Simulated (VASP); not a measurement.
**Cu2PbS4: single point with PBE**

Cu2PbS4:

```
Cu Pb S
1.0
     5.30765    0.01244    0.00217
     0.01242    5.32977    0.00224
     0.00316    0.00075    5.57016
Cu Pb S
2 1 4
Direct
  0.49987 0.00081 0.00053
  0.00037 0.49921 0.99867
  0.99942 0.99891 0.49913
  0.72275 0.72241 0.22271
  0.72258 0.27737 0.77653
  0.27732 0.27774 0.22484
  0.27768 0.72354 0.77759
```

* Program: VASP 6.6.1
* Task: single point
* Functional: PBE
* Potentials or basis: VASP PAW PBE potentials, release 64 (Cu, Pb_d, S)
* Cutoff: 520 eV
* k mesh: 4 × 4 × 4
* Occupations: gaussian, width 0.2 eV
* Spin: no spin polarisation
* Dipole correction: no
* Further INCAR settings: ALGO = Normal; EDIFF = 1e-06; NBANDS = 39

| Quantity | Value |
| --- | --- |
| Pressure | 0.0 GPa |
| Largest force | 0.032 eV/Å |
| Band gap on the k mesh | zero (bands 30 and 31 overlap by 0.71 eV) |

Forces on the atoms (eV/Å):
```
Cu  -0.001 -0.002 -0.018
Cu   0.000  0.001  0.003
Pb   0.005  0.013  0.003
S    0.001  0.012  0.030
S    0.000 -0.013 -0.016
S   -0.007 -0.016  0.017
S    0.002  0.004 -0.021
```

Stress tensor (GPa, compression positive):
```
 0.12 -0.09 -0.01
-0.09  0.01  0.00
-0.01  0.00 -0.03
```

Levels at points of the mesh, in eV from the Fermi level:
```
           k point  band 28  band 29  band 30  band 31  band 32  band 33
(0.00, 0.00, 0.00)    -1.28    -0.07     0.45     0.47     0.61     3.15
(0.50, 0.00, 0.00)    -0.77    -0.73    -0.48    -0.26     1.53     3.23
(0.00, 0.50, 0.00)    -0.75    -0.74    -0.47    -0.25     1.52     3.24
(0.50, 0.50, 0.00)    -0.52    -0.20    -0.17     0.32     1.34     4.04
(0.00, 0.00, 0.50)    -1.13    -0.67    -0.05    -0.02     1.28     3.71
(0.50, 0.00, 0.50)    -0.49    -0.34    -0.25     0.09     1.27     3.89
(0.00, 0.50, 0.50)    -0.49    -0.35    -0.26     0.08     1.27     3.87
(0.50, 0.50, 0.50)    -0.43    -0.10     0.14     0.15     0.28     3.69
```

Wall time 3.1 min on 1 thread of AMD EPYC 9R45 96-Core Processor (Zen 5) (shared host), peak memory 0.35 GiB.

Caveat: spin-orbit coupling is left out, which moves the levels of the heavy elements. With open d or f shells a metallic result of PBE can be an artefact of self-interaction; +U or a hybrid may open a gap.
